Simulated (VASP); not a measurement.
# Cr (P6/mmm) in VASP: relaxation of shape and atoms at fixed volume with PBE

Aim: the relaxation of shape and atoms at fixed volume of Cr with PBE.

All numbers are computed with VASP 6.6.1; they aren't measurements. Logs are shortened: lines on timing, memory, paths and dates and some standing lists are left out, and cuts for length are marked.

**1. The cell of the first run**

It takes space group P6/mmm (No. 191, hexagonal). The conventional cell has a = 2.450 Å, b = 2.450 Å, c = 2.177 Å, α = 90.00°, β = 90.00°, γ = 120.00°. Cr (site symmetry 6/mmm) has 8 Cr at 2.18 to 2.45 Å within 2.9 Å.

This isn't the form of Cr at room conditions, which is bcc.

**2. Relaxation of shape and atoms at fixed volume, PBE, collinear spin, ferromagnetic start**

INCAR

```
PREC = Accurate
ENCUT = 600
EDIFF = 1E-6
ISMEAR = -1
SIGMA = 0.08
LREAL = False
LASPH = True
NELM = 150
ALGO = Normal
ISIF = 4
LWAVE = False
LCHARG = False
ISPIN = 2
MAGMOM = 2
LORBIT = 11
LMAXMIX = 4
GGA = PE
IBRION = 2
NSW = 50
EDIFFG = -0.005
```

KPOINTS

```
regular mesh
0
Gamma
  18 18 16
```

POSCAR

```
Cr
1.0
    2.4496113343      0.0000000000      0.0000000000
   -1.2248056672      2.1214256449      0.0000000000
    0.0000000000      0.0000000000      2.1766065295
Cr
1
Direct
    0.0000000000      0.0000000000      0.0000000000
```

Potentials or basis: VASP PAW PBE potentials, release 64 (Cr_pv).

Launch:

```bash
$ cat potpaw_PBE.64/Cr_pv/POTCAR > POTCAR
$ mpirun -np 1 vasp_std > vasp.out
```

OUTCAR:

```text
PREC = Accurate
   ENCUT = 600
   EDIFF = 1E-6
   ISMEAR = -1
   LREAL = False
   LASPH = True
   NELM = 150
   ISIF = 4
   ISPIN = 2
   LORBIT = 11
   GGA = PE
   IBRION = 2
   NSW = 50
   EDIFFG = -0.005

 ion  position               nearest neighbor table
   1  0.000  0.000  0.000-

  LATTYP: Found a hexagonal cell.
 ALAT       =     2.4496113343
 C/A-ratio  =     0.8885517874

  Lattice vectors:

 A1 = (   2.4496113343,   0.0000000000,   0.0000000000)
 A2 = (  -1.2248056672,   2.1214256449,   0.0000000000)
 A3 = (   0.0000000000,   0.0000000000,   2.1766065295)

Analysis of symmetry for initial positions (statically):
=====================================================================
 Subroutine PRICEL returns:
 Original cell was already a primitive cell.

 Routine SETGRP: Setting up the symmetry group for a
 hexagonal supercell.

 Subroutine GETGRP returns: Found 24 space group operations
 (whereof 24 operations were pure point group operations)
 out of a pool of 24 trial point group operations.

The static configuration has the point symmetry D_6h.

Analysis of symmetry for dynamics (positions and initial velocities):
=====================================================================
 Subroutine PRICEL returns:
 Original cell was already a primitive cell.

 Routine SETGRP: Setting up the symmetry group for a
 hexagonal supercell.

 Subroutine GETGRP returns: Found 24 space group operations
 (whereof 24 operations were pure point group operations)
 out of a pool of 24 trial point group operations.

The dynamic configuration has the point symmetry D_6h.

Analysis of structural, dynamic, and magnetic symmetry:
=====================================================================
 Subroutine PRICEL returns:
 Original cell was already a primitive cell.

 Routine SETGRP: Setting up the symmetry group for a
 hexagonal supercell.

 Subroutine GETGRP returns: Found 24 space group operations
 (whereof 24 operations were pure point group operations)
 out of a pool of 24 trial point group operations.

The overall configuration has the point symmetry D_6h.

 Subroutine INISYM returns: Found 24 space group operations
 (whereof 24 operations are pure point group operations),
 and found     1 'primitive' translations

----------------------------------------------------------------------------------------

                                     Primitive cell

  volume of cell :      11.3111

  direct lattice vectors                    reciprocal lattice vectors
     2.449611334  0.000000000  0.000000000     0.408228026  0.235690561  0.000000000
    -1.224805667  2.121425645  0.000000000     0.000000000  0.471381122  0.000000000
[... 173 lines left out ...]
  ext. energy  EPLUGINS =         0.00000000
  ---------------------------------------------------
  free energy    TOTEN  =        -8.72275150 eV

  energy without entropy =       -8.69417858  energy(sigma->0) =       -8.70846504

 E-fermi :  11.2853     XC(G=0): -13.7050

 val. band max:       11.2788524400   @ k =   0.1111   0.1111   0.4375
 cond. band min:      11.2859563030   @ k =   0.0000   0.0000   0.3750
 fundamental gap:      0.0071038630
 Fermi energy:        11.2853333183

 spin component 1

 k-point     1 :       0.0000    0.0000    0.0000
  band No.  band energies     occupation
      1     -31.1740      1.00000
      2     -31.1740      1.00000
      3     -30.8541      1.00000
      4       3.4840      1.00000
      5       7.6497      1.00000
      6      10.6000      0.99981
      7      10.6000      0.99981
      8      14.2972      0.00000
      9      14.2972      0.00000
     10      18.9136      0.00000
     11      30.5198      0.00000
[... 310 lines left out ...]
  band No.  band energies     occupation
      1     -32.1225      1.00000
      2     -31.4724      1.00000
      3     -30.7541      1.00000
      4       7.2053      1.00000
      5       8.4652      1.00000
      6      10.5960      0.99982
      7      12.7191      0.00000
      8      13.8324      0.00000
      9      14.8062      0.00000
     10      18.9058      0.00000
     11      20.7985      0.00000

 [... further k-points ...]

 spin component 2

 k-point     1 :       0.0000    0.0000    0.0000
  band No.  band energies     occupation
      1     -31.1740      1.00000
      2     -31.1740      1.00000
      3     -30.8541      1.00000
      4       3.4840      1.00000
      5       7.6497      1.00000
      6      10.6000      0.99981
      7      10.6000      0.99981
      8      14.2972      0.00000
      9      14.2972      0.00000
     10      18.9136      0.00000
     11      30.5198      0.00000
[... 310 lines left out ...]
  band No.  band energies     occupation
      1     -32.1225      1.00000
      2     -31.4725      1.00000
      3     -30.7541      1.00000
      4       7.2053      1.00000
      5       8.4652      1.00000
      6      10.5960      0.99982
      7      12.7191      0.00000
      8      13.8324      0.00000
      9      14.8062      0.00000
     10      18.9058      0.00000
     11      20.7985      0.00000

 [... further k-points ...]

------------------------ aborting loop because EDIFF is reached ----------------------------------------

  FORCE on cell =-STRESS in cart. coord.  units (eV):
  Direction    XX          YY          ZZ          XY          YZ          ZX
  --------------------------------------------------------------------------------------
  -------------------------------------------------------------------------------------
  Total        1.4409672      1.4409672      1.4376201     -0.0000000      0.0000000      0.0000000
  in kB      204.1078672    204.1078672    203.6337721     -0.0000000      0.0000000      0.0000000
  external PRESSURE =     203.9498355 kB  Pullay stress =       0.0000000 kB

 VOLUME and BASIS-vectors are now :
 -----------------------------------------------------------------------------
  energy-cutoff  :      600.00
  volume of cell :       11.31
      direct lattice vectors                 reciprocal lattice vectors
     2.450176236 -0.000000000  0.000000000     0.408133907  0.235636221  0.000000000
    -1.225088118  2.121914864 -0.000000000     0.000000000  0.471272442  0.000000000
    -0.000000000 -0.000000000  2.175602987    -0.000000000 -0.000000000  0.459642686

 POSITION                                       TOTAL-FORCE (eV/Angst)
 -----------------------------------------------------------------------------------
      2.45018     -0.00000      0.00000        -0.000000      0.000000      0.000000
 -----------------------------------------------------------------------------------
    total drift:                               -0.000000     -0.000000     -0.000000

  FREE ENERGIE OF THE ION-ELECTRON SYSTEM (eV)
  ---------------------------------------------------
  free  energy   TOTEN  =        -8.7227514968 eV

  energy  without entropy=       -8.6941785780  energy(sigma->0) =       -8.70846504

 reached required accuracy - stopping structural energy minimisation

 total charge

# of ion       s       p       d       tot
------------------------------------------
    1        0.451   6.368   4.430  11.249

 magnetization (x)

# of ion       s       p       d       tot
------------------------------------------
    1       -0.000   0.000   0.000   0.000
```

OSZICAR:

```text
N       E                     dE             d eps       ncg     rms          rms(c)
DAV:   1     0.871113645963E+02    0.87111E+02   -0.79086E+03 14703   0.146E+03
DAV:   2    -0.792269581773E+01   -0.95034E+02   -0.91600E+02 14826   0.328E+02
DAV:   3    -0.928703241384E+01   -0.13643E+01   -0.13456E+01 15855   0.479E+01
[... 12 lines left out ...]
       N       E                     dE             d eps       ncg     rms          rms(c)
DAV:   1    -0.872282091495E+01   -0.71863E-04   -0.15734E-03 14799   0.431E-01    0.615E-02
DAV:   2    -0.872275862076E+01    0.62294E-04   -0.75121E-05 14811   0.892E-02    0.189E-02
DAV:   3    -0.872275158920E+01    0.70316E-05   -0.12418E-05 14994   0.275E-02    0.711E-03
DAV:   4    -0.872275149677E+01    0.92432E-07   -0.41438E-07  7490   0.868E-03
   2 F= -.87227515E+01 E0= -.87084650E+01  d E =-.287273E-05  mag=    -0.0000
```

CONTCAR:

```text
Cr
   1.00000000000000
     2.4501762364032289   -0.0000000000040203    0.0000000000000000
    -1.2250881182551077    2.1219148644737658   -0.0000000000000000
    -0.0000000000000000   -0.0000000000000000    2.1756029871052598
  Cr
     1
Direct
     1.0000000000000000    0.0000000000000000    0.0000000000000000

  0.00000000E+00  0.00000000E+00  0.00000000E+00
```

Run time: 3.2 min. Hardware: 1 thread of Oxide Virtual Turin-like, shared host; peak memory 0.16 GiB.

Results:

- Free energy: -8.7228 eV
- Energy gained by relaxing: 0.0 meV/atom
- Ionic steps: 2
- Pressure after relaxing: 20.4 GPa
- Band gap on the k mesh: zero (filled and empty bands overlap)
- Net moment: 0.00 μB per cell
- Valence electrons inside the program's atomic spheres: Cr 11.25

Final structure:
```xyz
1
Lattice="2.4502 0.0000 0.0000 -1.2251 2.1219 0.0000 0.0000 0.0000 2.1756" Properties=species:S:1:pos:R:3 pbc="T T T"
Cr    2.4502    0.0000    0.0000
```

Caveat: the moments typed at the start vanished in this run.
